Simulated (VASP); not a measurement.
Here is a VASP 6.6.1 calculation.

File INCAR:

```
SYSTEM = CuS3
PREC = Accurate ; ENCUT = 520
EDIFF = 1E-7 ; ISMEAR = 0
SIGMA = 0.1 ; LREAL = .FALSE.
LASPH = .TRUE. ; NELM = 150
ALGO = Normal ; ISIF = 2
LWAVE = .FALSE. ; LCHARG = .TRUE.
ISPIN = 2 ; MAGMOM = 1 0 0 0
LORBIT = 11 ; LMAXMIX = 4
GGA = PE ; LELF = .TRUE.
LVHAR = .TRUE. ; NBANDS = 26
```

Contents of KPOINTS:

```
regular mesh
0
G
  4 4 6
  0 0 0
```

The input POSCAR:

```
CuS3
1.0
    5.0167887200      0.0000000000      0.0000000000
    0.0000000000      5.0167887200      0.0000000000
    0.0000000000      0.0000000000      3.4002086100
Cu S
1 3
Direct
    0.5000000000      0.5000000000      0.5000000000
    0.0000000000      0.5000000000      0.0000000000
    0.5000000000      0.0000000000      0.0000000000
    0.0000000000      0.0000000000      0.0000000000
```

Potentials or basis: VASP PAW PBE potentials, release 64 (Cu, S).

The run is started by

```console
$ cat potpaw_PBE.64/Cu/POTCAR potpaw_PBE.64/S/POTCAR > POTCAR
$ mpirun -np 1 vasp_std > vasp.out
```

**Question.** Estimate the net moment.

**Answer.** -0.14 μB per cell.

**Question.** What does it give for the site moments?

**Answer.** Cu -0.04; S -0.04, +0.00 (each value once) μB.

Stress tensor (GPa, compression positive):
```
-11.95   0.00   0.00
  0.00 -11.95   0.00
  0.00   0.00 -10.43
```

Caveat: the cell stands under tension.
